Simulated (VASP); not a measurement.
A run of VASP 6.6.1 is set up as follows.

Contents of INCAR:

```
PREC = Accurate
ENCUT = 520
EDIFF = 1E-7
ISMEAR = 0
SIGMA = 0.05
LREAL = F
LASPH = T
NELM = 100
ALGO = Normal
ISIF = 2
LWAVE = F
LCHARG = T
GGA = CA
LELF = T
LVHAR = T
NBANDS = 15
```

Contents of KPOINTS:

```
regular mesh
0
Gamma
  8 8 8
```

POSCAR

```
KF
1.0
    0.0000000000      2.5817196783      2.3880907024
    2.5365395839      0.0000000000      2.3880907024
    2.5365395839      2.5817196783      0.0000000000
K F
1 1
Direct
    0.0000000000      0.0000000000      0.0000000000
    0.5000000000      0.5000000000      0.5000000000
```

Potentials or basis: VASP PAW LDA potentials, release 64 (K_sv, F).

Launch:

```sh
$ cat potpaw_LDA.64/K_sv/POTCAR potpaw_LDA.64/F/POTCAR > POTCAR
$ mpirun -np 1 vasp_std > vasp.out
```

(1) What does it give for the band gap on the k mesh?

(2) Predict the pressure.

Results:

(1) 6.62 eV, indirect (least direct gap 6.68 eV).

(2) 6.6 GPa.

Caveat: the cell differs from its parent crystal (normal strain along x -0.0175, normal strain along z -0.0750).
